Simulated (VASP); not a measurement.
# RbBr (Fm-3m) in VASP: a series of runs

The runs below take RbBr through single point, with PBEsol.

Program: VASP 6.6.1. These are calculated values, not measurements. Logs are shortened: lines on timing, memory, paths and dates and some standing lists are left out, and cuts for length are marked.

## Step 1: The cell of the first run

It takes space group Fm-3m (No. 225, cubic). The conventional cell has a = 6.850 Å, b = 6.850 Å, c = 6.850 Å, α = 90.00°, β = 90.00°, γ = 90.00°. Rb (site symmetry m-3m) has 6 Br at 3.42 Å within 4.5 Å. Within 4.5 Å of Br (site symmetry m-3m) lie 6 Rb at 3.42 Å.

## Step 2: Single point, PBEsol

The input, INCAR:

```
ALGO     = Normal         # electronic algorithm
EDIFF    = 1E-6           # SCF threshold, eV
ENCUT    = 520            # plane-wave cutoff, eV
GGA      = PS             # functional
ISIF     = 2              # what is computed and relaxed
ISMEAR   = -1             # smearing method
LASPH    = True           # aspherical terms in the spheres
LCHARG   = False          # write CHGCAR
LREAL    = False          # projectors in reciprocal space
LWAVE    = False          # write WAVECAR
NBANDS   = 15             # bands
NELM     = 100            # most SCF steps
PREC     = Accurate       # precision mode
SIGMA    = 0.1            # smearing width, eV
```

The input, KPOINTS:

```
k-points
0
Gamma
  12 12 12
```

The input, POSCAR:

```
RbBr
1.0
    0.0000000000      3.4249234064      3.4249234064
    3.4249234064      0.0000000000      3.4249234064
    3.4249234064      3.4249234064      0.0000000000
Rb Br
1 1
Direct
    0.0000000000      0.0000000000      0.0000000000
    0.5000000000      0.5000000000      0.5000000000
```

Potentials or basis: VASP PAW PBE potentials, release 64 (Rb_sv, Br).

Run with:

```bash
$ cat potpaw_PBE.64/Rb_sv/POTCAR potpaw_PBE.64/Br/POTCAR > POTCAR
$ mpirun -np 1 vasp_std > vasp.out
```

OUTCAR:

```text
EDIFF = 1E-6
   ENCUT = 520
   GGA = PS
   ISIF = 2
   ISMEAR = -1
   LASPH = True
   LREAL = False
   NELM = 100
   PREC = Accurate

 ion  position               nearest neighbor table
   1  0.000  0.000  0.000-   2 3.42   2 3.42   2 3.42   2 3.42   2 3.42   2 3.42
   2  0.500  0.500  0.500-   1 3.42   1 3.42   1 3.42   1 3.42   1 3.42   1 3.42

  LATTYP: Found a face centered cubic cell.
 ALAT       =     6.8498468128

  Lattice vectors:

 A1 = (   0.0000000000,   3.4249234064,   3.4249234064)
 A2 = (   3.4249234064,   0.0000000000,   3.4249234064)
 A3 = (   3.4249234064,   3.4249234064,   0.0000000000)

Analysis of symmetry for initial positions (statically):
=====================================================================
 Subroutine PRICEL returns:
 Original cell was already a primitive cell.

 Routine SETGRP: Setting up the symmetry group for a
 face centered cubic supercell.

 Subroutine GETGRP returns: Found 48 space group operations
 (whereof 48 operations were pure point group operations)
 out of a pool of 48 trial point group operations.

The static configuration has the point symmetry O_h .

Analysis of symmetry for dynamics (positions and initial velocities):
=====================================================================
 Subroutine PRICEL returns:
 Original cell was already a primitive cell.

 Routine SETGRP: Setting up the symmetry group for a
 face centered cubic supercell.

 Subroutine GETGRP returns: Found 48 space group operations
 (whereof 48 operations were pure point group operations)
 out of a pool of 48 trial point group operations.

The dynamic configuration has the point symmetry O_h .

 Subroutine INISYM returns: Found 48 space group operations
 (whereof 48 operations are pure point group operations),
 and found     1 'primitive' translations

----------------------------------------------------------------------------------------

                                     Primitive cell

  volume of cell :      80.3494

  direct lattice vectors                    reciprocal lattice vectors
     0.000000000  3.424923406  3.424923406    -0.145988666  0.145988666  0.145988666
     3.424923406  0.000000000  3.424923406     0.145988666 -0.145988666  0.145988666
     3.424923406  3.424923406  0.000000000     0.145988666  0.145988666 -0.145988666

  length of vectors
[... 84 lines left out ...]
   EDIFFG = 0.1E-04   stopping-criterion for IOM
   NSW    =      0    number of steps for IOM
   IBRION =     -1    ionic relax: 0-MD 1-quasi-New 2-CG
   NFREE  =      0    steps in history (QN), initial steepest desc. (CG)
   ISIF   =      2    stress and relaxation
   ISYM   =      2    0-nonsym 1-usesym 2-fastsym
   POTIM  = 0.5000    time-step for ionic-motion
   TEBEG  =    0.0;   TEEND  =   0.0 temperature during run
   PSTRESS=    0.0 pullay stress
   NELECT =      16.0000    total number of electrons
   NUPDOWN=      -1.0000    fix difference up-down
   EMIN   =  10.00;   EMAX   =-10.00  energy-range for DOS
   EFERMI =   0.00;   METHOD = LEGACY
   ISMEAR =    -1;   SIGMA  =   0.10  broadening in eV -4-tet -1-fermi 0-gaus
   EFERMI_NEDOS =   21; number of points for ismear=-14 and -15
   IALGO  =     38    algorithm
   IMIX   =      4    mixing-type and parameters
     AMIX     =   0.40;   BMIX     =  1.00
     AMIX_MAG =   1.60;   BMIX_MAG =  1.00
  volume/ion in A,a.u.               =      40.17       271.11
  Fermi-wavevector in a.u.,A,eV,Ry     =   0.955991  1.806562 12.434629  0.913919
  Thomas-Fermi vector in A             =   2.084879
   LORBIT       =      0    0 simple, 1 ext, 2 COOP (PROOUT), +10 PAW based schemes
   GGA     = PS    functional components
   LHFCALC =     F    Hartree Fock is set to
   AEXX    =    0.0000 exact exchange contribution
   IVDW    =     0    specifies the selected vdW correction
   LEPSILON=     F    determine dielectric tensor
   LRPA    =     F    only Hartree local field effects (RPA)
 non-spin polarized calculation
  energy-cutoff  :      520.00
  volume of cell :       80.35
 maximum number of plane-waves:      2200
   NGX = 17   NGY = 17   NGZ = 17

 number of electron      15.9999999 magnetization

 Free energy of the ion-electron system (eV)
  ---------------------------------------------------
  ext. energy  EPLUGINS =         0.00000000
  ---------------------------------------------------
  free energy    TOTEN  =        -6.35539423 eV

  energy without entropy =       -6.35539423  energy(sigma->0) =       -6.35539423

 E-fermi :   0.4633     XC(G=0):  -7.4129

 val. band max:       -1.8384326518   @ k =   0.0000   0.0000   0.0000
 cond. band min:       2.3772658603   @ k =   0.0000   0.0000   0.0000
 fundamental gap:      4.2156985121
 Fermi energy:         0.4633197952

 k-point     1 :       0.0000    0.0000    0.0000
  band No.  band energies     occupation
      1     -26.1898      2.00000
      2     -14.0335      2.00000
      3     -10.2775      2.00000
      4     -10.2775      2.00000
      5     -10.2775      2.00000
      6      -1.8384      2.00000
      7      -1.8384      2.00000
      8      -1.8384      2.00000
      9       2.3773      0.00000
     10       5.3621      0.00000
     11       5.3621      0.00000
     12       5.3621      0.00000
     13       6.2545      0.00000
     14       6.2545      0.00000
[... 401 lines left out ...]
      2     -14.0545      2.00000
      3     -10.3374      2.00000
      4     -10.2946      2.00000
      5     -10.2572      2.00000
      6      -2.7158      2.00000
      7      -2.1940      2.00000
      8      -2.1916      2.00000
      9       4.9433      0.00000
     10       5.6227      0.00000
     11       7.0578      0.00000
     12       7.4311      0.00000
     13       7.5666      0.00000
     14       8.9020      0.00000
     15       9.2000      0.00000

 [... further k-points ...]
[... 5 lines left out ...]
  --------------------------------------------------------------------------------------
  -------------------------------------------------------------------------------------
  Total       -0.0002039     -0.0002039     -0.0002039      0.0000000      0.0000000     -0.0000000
  in kB       -0.0040655     -0.0040655     -0.0040655      0.0000000      0.0000000     -0.0000000
  external PRESSURE =      -0.0040655 kB  Pullay stress =       0.0000000 kB

 VOLUME and BASIS-vectors are now :
 -----------------------------------------------------------------------------
  energy-cutoff  :      520.00
  volume of cell :       80.35
      direct lattice vectors                 reciprocal lattice vectors
     0.000000000  3.424923406  3.424923406    -0.145988666  0.145988666  0.145988666
     3.424923406  0.000000000  3.424923406     0.145988666 -0.145988666  0.145988666
     3.424923406  3.424923406  0.000000000     0.145988666  0.145988666 -0.145988666

 POSITION                                       TOTAL-FORCE (eV/Angst)
 -----------------------------------------------------------------------------------
      0.00000      0.00000      0.00000         0.000000      0.000000     -0.000000
      3.42492      3.42492      3.42492         0.000000      0.000000      0.000000
 -----------------------------------------------------------------------------------
    total drift:                                0.000000      0.000000      0.000000

  FREE ENERGIE OF THE ION-ELECTRON SYSTEM (eV)
  ---------------------------------------------------
  free  energy   TOTEN  =        -6.3553942304 eV

  energy  without entropy=       -6.3553942303  energy(sigma->0) =       -6.35539423
```

OSZICAR:

```text
N       E                     dE             d eps       ncg     rms          rms(c)
DAV:   1     0.822993414477E+02    0.82299E+02   -0.65968E+03  2160   0.914E+02
DAV:   2    -0.621434519028E+00   -0.82921E+02   -0.75778E+02  2972   0.161E+02
DAV:   3    -0.640001492929E+01   -0.57786E+01   -0.57482E+01  2855   0.440E+01
DAV:   4    -0.655888108352E+01   -0.15887E+00   -0.15884E+00  3099   0.688E+00
DAV:   5    -0.655991310798E+01   -0.10320E-02   -0.10320E-02  2983   0.576E-01    0.278E+00
DAV:   6    -0.636159176253E+01    0.19832E+00   -0.23731E-01  2678   0.227E+00    0.182E+00
DAV:   7    -0.634497225069E+01    0.16620E-01   -0.10243E-01  2937   0.159E+00    0.923E-01
DAV:   8    -0.635472253662E+01   -0.97503E-02   -0.12395E-02  2370   0.635E-01    0.105E-01
DAV:   9    -0.635501406001E+01   -0.29152E-03   -0.50516E-04  3001   0.114E-01    0.591E-02
DAV:  10    -0.635538456166E+01   -0.37050E-03   -0.47770E-04  2272   0.115E-01    0.199E-02
DAV:  11    -0.635538813178E+01   -0.35701E-05   -0.22558E-05  2964   0.251E-02    0.870E-03
DAV:  12    -0.635539402036E+01   -0.58886E-05   -0.94984E-06  2321   0.165E-02    0.140E-03
DAV:  13    -0.635539423042E+01   -0.21006E-06   -0.30568E-07  2396   0.324E-03
   1 F= -.63553942E+01 E0= -.63553942E+01  d E =-.152567E-09
```

stdout:

```text
POSCAR found type information on POSCAR RbBr
 POSCAR found :  2 types and       2 ions
 scaLAPACK will be used
 -----------------------------------------------------------------------------
|                                                                             |
|                                                                             |
|     You enforced a specific xc type in the INCAR file but a different       |
|     I HOPE YOU KNOW WHAT YOU ARE DOING!                                     |
|                                                                             |
 -----------------------------------------------------------------------------

 LDA part: xc-table for (Slater+PW92), standard interpolation
 POSCAR, INCAR and KPOINTS ok, starting setup
 FFT: planning ... GRIDC
 FFT: planning ... GRID_SOFT
 FFT: planning ... GRID
 WAVECAR not read
 entering main loop
```

Wall time 38 s (1 thread of Intel Xeon Platinum 8488C (Sapphire Rapids), shared host); peak memory 0.25 GiB.

Results:

```
Free energy            : -6.3554 eV
Pressure               : 0.0 GPa
Band gap on the k mesh : 4.22 eV, direct
```

Caveat: the PAW data sets were made with another functional, which shifts forces and pressure a little. A k mesh can miss the band edges.

## Step 3: Single point, PBEsol

This run uses another cell than the first one, of 27.07 Å³/atom, 0.674 times its volume.

The input, INCAR:

```
PREC     = Accurate       # precision mode
ENCUT    = 520            # plane-wave cutoff, eV
EDIFF    = 1E-7           # SCF threshold, eV
ISMEAR   = 0              # smearing method
SIGMA    = 0.01           # smearing width, eV
LREAL    = F              # projectors in reciprocal space
LASPH    = T              # aspherical terms in the spheres
NELM     = 100            # most SCF steps
ALGO     = Normal         # electronic algorithm
ISIF     = 2              # what is computed and relaxed
LWAVE    = F              # write WAVECAR
LCHARG   = F              # write CHGCAR
GGA      = PS             # functional
NBANDS   = 15             # bands
```

The input, KPOINTS:

```
Automatic mesh
0
Gamma
  6 6 6
```

The input, POSCAR:

```
RbBr
1.0
    0.0000000000      3.0025031110      3.0025031110
    3.0025031110      0.0000000000      3.0025031110
    3.0025031110      3.0025031110      0.0000000000
Rb Br
1 1
Direct
    0.0000000000      0.0000000000      0.0000000000
    0.5000000000      0.5000000000      0.5000000000
```

Potentials or basis: VASP PAW PBE potentials, release 64 (Rb_sv, Br).

Run with:

```bash
$ cat potpaw_PBE.64/Rb_sv/POTCAR potpaw_PBE.64/Br/POTCAR > POTCAR
$ mpirun -np 1 vasp_std > vasp.out
```

It took 6 s on 1 thread of Intel Xeon 6975P-C (Granite Rapids), shared host; peak memory 0.17 GiB.

It converged, with:

* Free energy: -5.5205 eV
* Pressure: 15.2 GPa
* Band gap on the k mesh: 4.56 eV, indirect (least direct gap 4.64 eV)

Levels at points of the mesh, in eV from the valence-band top:
| k point | band 5 | band 6 | band 7 | band 8 | band 9 | band 10 | band 11 | band 12 |
| --- | --- | --- | --- | --- | --- | --- | --- | --- |
| (0.00, 0.00, 0.00) | -7.98 | 0.00 | 0.00 | 0.00 | 5.39 | 6.89 | 6.89 | 6.89 |
| (0.50, 0.00, 0.00) | -7.61 | -1.97 | -0.97 | -0.97 | 7.53 | 8.77 | 10.42 | 10.42 |
| (0.50, 0.50, 0.00) | -8.30 | -0.33 | -0.07 | -0.07 | 4.56 | 8.70 | 9.68 | 11.05 |

Caveat: the PAW data sets were made with another functional, which shifts forces and pressure a little.

## Step 4: Single point, PBEsol

This run uses another cell than the first one, of 29.18 Å³/atom, 0.726 times its volume.

The input, INCAR:

```
SYSTEM = RbBr
ALGO = Normal ; EDIFF = 1E-6
ENCUT = 520 ; GGA = PS
ISIF = 2 ; ISMEAR = 0
LASPH = .True. ; LCHARG = .False.
LREAL = .False. ; LWAVE = .False.
NBANDS = 15 ; NELM = 100
PREC = Accurate ; SIGMA = 0.01
```

The input, KPOINTS:

```
k-points
0
Gamma
  6 6 6
  0 0 0
```

The input, POSCAR:

```
RbBr
1.0
    0.0000000000      3.0787285772      3.0787285772
    3.0787285772      0.0000000000      3.0787285772
    3.0787285772      3.0787285772      0.0000000000
Rb Br
1 1
Direct
    0.0000000000      0.0000000000      0.0000000000
    0.5000000000      0.5000000000      0.5000000000
```

Run with:

```bash
$ cat potpaw_PBE.64/Rb_sv/POTCAR potpaw_PBE.64/Br/POTCAR > POTCAR
$ mpirun -np 1 vasp_std > vasp.out
```

Wall time 5.8 s (1 thread of Intel Xeon 6975P-C (Granite Rapids), shared host); peak memory 0.17 GiB.

Results (log left out):

| Quantity | Value |
| --- | --- |
| Free energy | -5.8513 eV |
| Pressure | 10.2 GPa |
| Band gap on the k mesh | 4.82 eV, indirect (least direct gap 4.93 eV) |

Levels at points of the mesh, in eV from the valence-band top:
```tsv
k point	band 6	band 7	band 8	band 9	band 10	band 11
(0.00, 0.00, 0.00)	0.00	0.00	0.00	5.12	7.01	7.01
(0.50, 0.00, 0.00)	-1.75	-0.81	-0.81	7.39	8.57	10.26
(0.50, 0.50, 0.00)	-0.42	-0.11	-0.11	4.82	8.34	9.61
```

Caveat: the PAW data sets were made with another functional, which shifts forces and pressure a little.

## Step 5: Overview

```tsv
cell	k mesh	smearing	gap on the mesh (eV)	pressure (GPa)
a = 4.844 Å, angles 60.0°, 2 atoms	12 × 12 × 12	fermi-dirac 0.1 eV	4.22	0.0
a = 4.246 Å, angles 60.0°, 2 atoms	6 × 6 × 6	gaussian 0.01 eV	4.56	15.2
a = 4.354 Å, angles 60.0°, 2 atoms	6 × 6 × 6	gaussian 0.01 eV	4.82	10.2
```

Alike in all rows: task single point; level PBEsol; potentials or basis VASP PAW PBE potentials, release 64 (Rb_sv, Br); no spin polarisation; cutoff (eV) 520.

Caveats: the PAW data sets were made with another functional, which shifts forces and pressure a little.

Absolute energies hang on the potentials; compare differences alone.
